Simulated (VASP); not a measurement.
# Na: single point with PBE

Crystal: Na.

```
Na
1.0
     3.64194    0.00000    0.00000
    -1.82097    3.15401    0.00000
     0.00000    0.00000    5.94688
Na
2
Direct
  0.33333 0.66667 0.25000
  0.66667 0.33333 0.75000
```

This cell differs from its parent crystal: volume scaled by 0.92.

```yaml
Program: VASP 6.6.1
Task: single point
Functional: PBE
Potentials_or_basis: VASP PAW PBE potentials, release 64 (Na_pv)
Cutoff: 500 eV
k_mesh: 11 × 11 × 6
Occupations: fermi-dirac, width 0.1 eV
Spin: no spin polarisation
Dipole_correction: no
Further_INCAR_settings: ALGO = Normal; EDIFF = 1e-06; NBANDS = 14
```

| Item | Value |
| --- | --- |
| Pressure | 0.7 GPa |
| Band gap on the k mesh | zero (band 7 reaches 2.43 eV, above the bottom of band 8 at -1.79 eV) |

Stress tensor (GPa, compression positive):
```
0.67 0.00 0.00
0.00 0.67 0.00
0.00 0.00 0.85
```

Levels at points of the mesh, in eV from the Fermi level:
| k point | band 5 | band 6 | band 7 | band 8 | band 9 | band 10 |
| --- | --- | --- | --- | --- | --- | --- |
| (0.00, 0.00, 0.00) | -24.86 | -24.86 | -3.47 | 0.54 | 1.03 | 10.43 |
| (0.00, 0.00, 0.50) | -24.86 | -24.86 | -2.38 | -2.38 | 5.79 | 5.79 |

Wall time 32 s on 1 thread of Intel Xeon 6975P-C (shared host), peak memory 0.2 GiB.
